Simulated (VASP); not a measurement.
Set up this calculation in VASP 6.6.1, as the native input.

- Task: relaxation of cell and atoms
- Functional: r2SCAN
- Potentials or basis: VASP PAW PBE potentials, release 64 (Ti_sv)
- Cutoff: 600 eV
- k mesh: 17 × 17 × 17
- Occupations: fermi-dirac, width 0.1 eV
- Spin: no spin polarisation
- Target pressure: 20 GPa
- Dipole correction: no
- Further INCAR settings: ALGO = Normal; EDIFF = 1e-06; IBRION = 2; EDIFFG = -0.02; NSW = 80; ISIF = 3

Ti:

```
Ti
1.0
     2.69000    0.00000    0.00000
     0.00000    2.69000    0.00000
     0.00000    0.00000    2.69000
Ti
1
Direct
  0.00000 0.00000 0.00000
```

This isn't the form of Ti at room conditions, which is hcp.

One way to write it, as run:

POSCAR

```
Ti
1.0
    2.6900000000      0.0000000000      0.0000000000
    0.0000000000      2.6900000000      0.0000000000
    0.0000000000      0.0000000000      2.6900000000
Ti
1
Direct
    0.0000000000      0.0000000000      0.0000000000
```

INCAR.step1

```
PREC = Accurate
ENCUT = 600
ISMEAR = -1
SIGMA = 0.1
LREAL = F
LASPH = T
NELM = 80
GGA = PE
ALGO = Normal
EDIFF = 1E-4
LWAVE = T
LCHARG = F
```

INCAR.step2

```
PREC = Accurate
ENCUT = 600
EDIFF = 1E-6
ISMEAR = -1
SIGMA = 0.1
LREAL = F
LASPH = T
NELM = 80
ALGO = Normal
ISIF = 3
LWAVE = F
LCHARG = F
METAGGA = R2SCAN
LMIXTAU = T
IBRION = 2
NSW = 80
EDIFFG = -0.02
PSTRESS = 200.0
ISTART = 1
```

KPOINTS

```
Automatic mesh
0
Gamma
  17 17 17
```

Potentials or basis: VASP PAW PBE potentials, release 64 (Ti_sv).

Launch:

```console
$ cat potpaw_PBE.64/Ti_sv/POTCAR > POTCAR
$ cp INCAR.step1 INCAR
$ mpirun -np 1 vasp_std > vasp.out
$ cp INCAR.step2 INCAR
$ mpirun -np 1 vasp_std > vasp.out
```

It gave:

- Relaxed volume: 15.20 Å³/atom
- Relaxed cell: a = 2.477 Å, b = 2.477 Å, c = 2.477 Å, α = 90.00°, β = 90.00°, γ = 90.00°
- Space group after relaxing (to 0.1 Å): Pm-3m (No. 221)
- Energy change on relaxing (the run minimises the enthalpy): +147.1 meV/atom
- Ionic steps: 7
- Pressure after relaxing: 19.9 GPa
- Band gap on the k mesh: zero (bands 6 and 7 overlap by 2.86 eV)

Caveat: the cell is relaxed towards a set pressure, so the run minimises the enthalpy, not the energy; the volume moved by over 15 % at a fixed basis, so the end points are rough; the PAW data sets were made with another functional, which shifts forces and pressure a little.

Wall time 4.1 min on 1 thread of Intel(R) Xeon(R) 6975P-C (Granite Rapids) (shared host), peak memory 0.19 GiB.
